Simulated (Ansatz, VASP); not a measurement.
**ZnO: VASP beside Ansatz**

```
Zn O
1.0
     3.24931    0.00000    0.00000
    -1.62465    2.81398    0.00000
     0.00000    0.00000    5.20571
Zn O
2 2
Direct
  0.66667 0.33333 0.00000
  0.33333 0.66667 0.50000
  0.33333 0.66667 0.87901
  0.66667 0.33333 0.37901
```

Alike in both runs: task single point; functional revPBE; k mesh 9 × 9 × 5; occupations fermi-dirac, width 0.05 eV; no spin polarisation.

```csv
,VASP,Ansatz
version,VASP 6.6.1,Ansatz 0.2.0
potentials or method,"VASP PAW PBE potentials, release 64 (Zn, O)",Ansatz PAW
plane-wave cutoff (eV),520,420
valence electrons in the cell,36,36
```

Ansatz gave:

- gap on the k mesh at the Fermi level (eV): 0.88
- least direct gap on the mesh (eV): 0.88
- pressure (GPa): 8.3
- traceless stress, the component that is largest in VASP (GPa): 1.11
- rms of the force components (eV/Å): 0.043

**Question.** Estimate VASP's values.

**Answer.** gap on the k mesh at the Fermi level (eV): 0.86; least direct gap on the mesh (eV): 0.86; pressure (GPa): 9.4; traceless stress, the component that is largest in VASP (GPa): 1.15; rms of the force components (eV/Å): 0.046.

VASP's potentials were made for PBE, not for revPBE. Atom by atom the forces differ by 0.002 eV/Å (rms over components). With one functional, cell and mesh, what is left measures potentials, basis and numerics.

Noted on Ansatz's run: odd divisions of the mesh miss points on the zone boundary, where band edges often lie, so the gap on the mesh can be too wide.
